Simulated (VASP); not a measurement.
**AlN: relaxation of volume and atoms at fixed shape with PBEsol**

Crystal: AlN.

```xyz
4
Lattice="1.6547 -2.8660 0.0000 1.6547 2.8660 0.0000 0.0000 0.0000 3.9713" Properties=species:S:1:pos:R:3 pbc="T T T"
Al    0.0000    0.0000    0.0000
Al    1.6547   -0.9553    1.9857
N     0.0000    0.0000    1.9539
N     1.6547   -0.9553    3.9395
```

| Property | Result |
| --- | --- |
| Program | VASP 6.6.1 |
| Task | relaxation of volume and atoms at fixed shape |
| Functional | PBEsol |
| Potentials or basis | VASP PAW PBE potentials, release 64 (Al, N) |
| Cutoff | 600 eV |
| k mesh | 9 × 9 × 7 |
| Occupations | gaussian, width 0.01 eV |
| Spin | no spin polarisation |
| Target pressure | 20 GPa |
| Dipole correction | no |
| Further INCAR settings | ALGO = Normal; EDIFF = 1e-07; IBRION = 2; EDIFFG = -0.01; NSW = 70; ISIF = 8 |

* Relaxed volume: 9.01 Å³/atom
* Relaxed cell: a = 3.261 Å, b = 3.261 Å, c = 3.914 Å, α = 90.00°, β = 90.00°, γ = 120.00°
* Space group after relaxing (to 0.1 Å): P6_3/mmc (No. 194)
* Energy change on relaxing (the run minimises the enthalpy): +33.0 meV/atom
* Ionic steps: 9
* Pressure after relaxing: 20.0 GPa
* Largest force after relaxing: 0.004 eV/Å
* Band gap on the k mesh: 3.99 eV

Forces in eV/Å, atoms in the order of the input:
```
Al   0.000  0.000 -0.004
Al   0.000  0.000 -0.004
N    0.000  0.000  0.004
N    0.000  0.000  0.004
```

Stress tensor (GPa, compression positive):
```
16.00  0.00  0.00
 0.00 16.00  0.00
 0.00  0.00 28.02
```

The path:
| step | energy change (eV) | largest force (eV/Å) | pressure (GPa) | volume (Å³) |
| --- | --- | --- | --- | --- |
| 1 | 0.0000 | 0.2568 | 8.29 | 37.67 |
| 2 | 0.4954 | 0.0862 | 38.68 | 34.04 |
| 3 | 0.1393 | 0.2091 | 20.28 | 36.02 |
| 4 | 0.1433 | 0.2077 | 20.53 | 35.99 |
| 5 | 0.1362 | 0.0207 | 20.28 | 36.01 |
| 6 | 0.1359 | 0.0017 | 20.26 | 36.02 |
| 7 | 0.1359 | 0.0028 | 20.26 | 36.02 |
| 8 | 0.1273 | 0.0053 | 19.70 | 36.08 |
| 9 | 0.1320 | 0.0038 | 20.01 | 36.05 |

Final structure:
```cif
data_structure
_symmetry_space_group_name_H-M 'P 1'
_symmetry_Int_Tables_number 1
_cell_length_a 3.2612
_cell_length_b 3.2612
_cell_length_c 3.9135
_cell_angle_alpha 90.000
_cell_angle_beta 90.000
_cell_angle_gamma 119.999
_cell_volume 36.05
loop_
_atom_site_label
_atom_site_type_symbol
_atom_site_fract_x
_atom_site_fract_y
_atom_site_fract_z
_atom_site_occupancy
Al1 Al 0.00000 0.00000 0.99605 1
Al2 Al 0.66666 0.33334 0.49605 1
N1 N 0.00000 0.00000 0.49595 1
N2 N 0.66666 0.33334 0.99595 1
```

Levels at points of the mesh, in eV from the valence-band top:
| k point | band 4 | band 5 | band 6 | band 7 | band 8 | band 9 | band 10 | band 11 | band 12 |
| --- | --- | --- | --- | --- | --- | --- | --- | --- | --- |
| (0.00, 0.00, 0.00) | -3.55 | -3.55 | -1.51 | -1.51 | 0.00 | 3.99 | 5.19 | 8.61 | 8.61 |

Wall time 4.4 min on 1 thread of Intel(R) Xeon(R) Platinum 8259CL CPU @ 2.50GHz (Skylake/Cascade Lake), on a shared host, peak memory 0.2 GiB.

Caveat: the cell is relaxed towards a set pressure, so the run minimises the enthalpy, not the energy; the PAW data sets were made with another functional, which shifts forces and pressure a little; an odd mesh through Γ misses points on the zone boundary, where band edges can lie.
